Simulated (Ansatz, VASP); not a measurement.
## HfTi5N6 in VASP and in Ansatz

The input INCAR:

```
SYSTEM = HfTi5N6
  ALGO = Normal
  EDIFF = 1E-7
  ENCUT = 520
  GGA = PE
  ISIF = 2
  ISMEAR = 0
  LASPH = .True.
  LCHARG = .False.
  LREAL = .False.
  LWAVE = .False.
  NBANDS = 62
  NELM = 80
  PREC = Accurate
  SIGMA = 0.1
```

KPOINTS

```
k-points
0
Gamma
  12 12 4
  0 0 0
```

POSCAR

```
HfTi5N6
1.0
    3.0520619000      0.0000000000      0.0000000000
    0.0000000000      3.0520619000      0.0000000000
    0.0000000000      0.0000000000     12.9244067000
Hf Ti N
1 5 6
Direct
    0.0000000000      0.0000000000      0.0000000000
    0.5000000000      0.5000000000      0.1787340000
    0.0000000000      0.0000000000      0.3355770000
    0.5000000000      0.5000000000      0.5000000000
    0.0000000000      0.0000000000      0.6644230000
    0.5000000000      0.5000000000      0.8212660000
    0.0000000000      0.0000000000      0.1718410000
    0.5000000000      0.5000000000      0.3380670000
    0.0000000000      0.0000000000      0.5000000000
    0.5000000000      0.5000000000      0.6619330000
    0.0000000000      0.0000000000      0.8281590000
    0.5000000000      0.5000000000      0.0000000000
```

Input for Ansatz:

```yaml
crystal:
  lattice:
    - [3.0520619, 0.0, 0.0]
    - [0.0, 3.0520619, 0.0]
    - [0.0, 0.0, 12.9244067]
  atoms:
    - { symbol: Hf, position: [0.0, 0.0, 0.0] }
    - { symbol: Ti, position: [0.5, 0.5, 0.178734] }
    - { symbol: Ti, position: [0.0, 0.0, 0.335577] }
    - { symbol: Ti, position: [0.5, 0.5, 0.5] }
    - { symbol: Ti, position: [0.0, 0.0, 0.664423] }
    - { symbol: Ti, position: [0.5, 0.5, 0.821266] }
    - { symbol: "N", position: [0.0, 0.0, 0.171841] }
    - { symbol: "N", position: [0.5, 0.5, 0.338067] }
    - { symbol: "N", position: [0.0, 0.0, 0.5] }
    - { symbol: "N", position: [0.5, 0.5, 0.661933] }
    - { symbol: "N", position: [0.0, 0.0, 0.828159] }
    - { symbol: "N", position: [0.5, 0.5, 0.0] }
basis:
  ecutwfc: 420
kpoints:
  mp_grid: { grid: [12, 12, 4] }
  band_path:
    path:
      - [[0.0, 0.0, 0.0], [0.0, 0.5, 0.0], [0.5, 0.5, 0.0], [0.0, 0.0, 0.0], [0.0, 0.0, 0.5], [0.0, 0.5, 0.5], [0.5, 0.5, 0.5], [0.0, 0.0, 0.5]]
      - [[0.0, 0.5, 0.0], [0.0, 0.5, 0.5]]
      - [[0.5, 0.5, 0.0], [0.5, 0.5, 0.5]]
    npoints: 10
hamiltonian:
  xc: pbe
scf:
  occupations: { method: gaussian, width: 0.1 }
  n_extra_bands: 30
output:
  forces: true
  stress: true
  eigenvalues: true
  populations: true
  dos: { projected: true, de: 0.02, nscf_kmesh: { grid: [15, 15, 5] } }
  bader: false
  write_density: true
  write_potential: true
  elf: true
  volumetric_format: npy
```

Alike in both runs: task single point; functional PBE; k mesh 12 × 12 × 4; occupations gaussian, width 0.1 eV; no spin polarisation.

```csv
,VASP,Ansatz
version,VASP 6.6.1,Ansatz 0.2.0
potentials or method,"VASP PAW PBE potentials, release 64 (Hf_pv, Ti_sv, N), cutoff 520 eV","scalar-relativistic, plane waves, PAW"
valence electrons in the cell,100,116
```

```csv
,VASP,Ansatz,Ansatz less VASP
gap on the k mesh at the Fermi level (eV),none,none,-
pressure (GPa),-0.1,0.0,+0.12
rms of the force components (eV/Å),0.021,0.001,-0.0203
```

Atom by atom the forces differ by 0.020 eV/Å (rms over components). A gap of «none» marks a metal or a gap that the smearing closes. VASP's potentials hold 100 valence electrons a cell and Ansatz's 116, so a difference there can come from the potentials and not from the codes.

Neither program's run includes spin-orbit coupling.
